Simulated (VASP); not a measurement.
Mg3ZnTe4, 8 atoms in the cell. It takes space group P-4m2 (No. 115, tetragonal). The conventional cell has a = 4.533 Å, b = 4.533 Å, c = 12.924 Å, α = 90.00°, β = 90.00°, γ = 90.00°. Mg (site symmetry 2mm) has 4 Te at 2.81 Å within 3.7 Å. Within 3.7 Å of Mg (site symmetry -4m2) lie 4 Te at 2.81 Å. Zn (site symmetry -4m2) has 4 Te at 2.71 Å within 3.6 Å. Te (site symmetry 2mm) has 4 Mg at 2.81 Å within 3.7 Å. Te (site symmetry 2mm) has 2 Zn at 2.71 Å and 2 Mg at 2.81 Å within 3.6 Å. 

```yaml
Program: VASP 6.6.1
Task: single point
Functional: PBE
Potentials_or_basis: VASP PAW PBE potentials, release 64 (Mg, Zn, Te)
Cutoff: 520 eV
k_mesh: 6 × 6 × 2
Occupations: gaussian, width 0.02 eV
Spin: no spin polarisation
Dipole_correction: no
k_mesh_for_the_DOS: 9 × 9 × 3
Occupations_for_the_DOS: tetrahedron
Further_INCAR_settings: ALGO = Normal; EDIFF = 1e-06; NBANDS = 31
```

Potentials or basis: VASP PAW PBE potentials, release 64 (Mg, Zn, Te).

Run with:

```sh
$ cat potpaw_PBE.64/Mg/POTCAR potpaw_PBE.64/Zn/POTCAR potpaw_PBE.64/Te/POTCAR > POTCAR
$ cp INCAR.step1 INCAR
$ cp KPOINTS.step1 KPOINTS
$ mpirun -np 1 vasp_std > vasp.out
$ cp INCAR.step2 INCAR
$ cp KPOINTS.step2 KPOINTS
$ mpirun -np 1 vasp_std > vasp.out
```

Hardware: 1 thread of Intel(R) Xeon(R) 6975P-C (Granite Rapids) (shared host).

Task: Estimate the wall time of this run.

Result: Run time: 2.8 min on 1 thread of Intel(R) Xeon(R) 6975P-C (Granite Rapids), with other jobs on the host, peak memory 0.47 GiB. Counts: k points 30.
